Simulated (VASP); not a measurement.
Runs of VASP 6.6.1 on Mg3ZnTe4. The structure is that of space group P-43m (No. 215), or close to it. The cells are those of the table. 

```csv
task,cell,k mesh,cutoff (eV),smearing,gap on the mesh (eV),pressure (GPa),largest force (eV/Å)
relaxation of cell and atoms,"relaxed from a = 6.429 Å, 8 atoms",4 × 4 × 4,600,gaussian 0.02 eV,1.80,0.0,0.01
single point,"a = 6.429 Å, 8 atoms",2 × 2 × 2,520,gaussian 0.1 eV,1.79,0.1,-
single point,"a = 6.435, b = 6.427, c = 6.431 Å, angles 89.9, 89.9, 90.1°, 8 atoms",2 × 2 × 2,520,gaussian 0.1 eV,1.78,0.1,(a)
single point,"a = 6.429 Å, 8 atoms",4 × 4 × 4,520,gaussian 0.02 eV,1.80,0.0,0.01
```

Alike in all rows: level PBE; potentials or basis VASP PAW PBE potentials, release 64 (Mg, Zn, Te); no spin polarisation.

Problem. Fill in the values left out.

Solution. (a) 0.04.

Caveats: some runs use coarse meshes; spin-orbit coupling is left out, which moves the levels of the heavy elements; the relaxation stopped at its first step, so nothing moved (some runs).

A k mesh can miss the band edges, and the runs leave out spin-orbit coupling on Te.
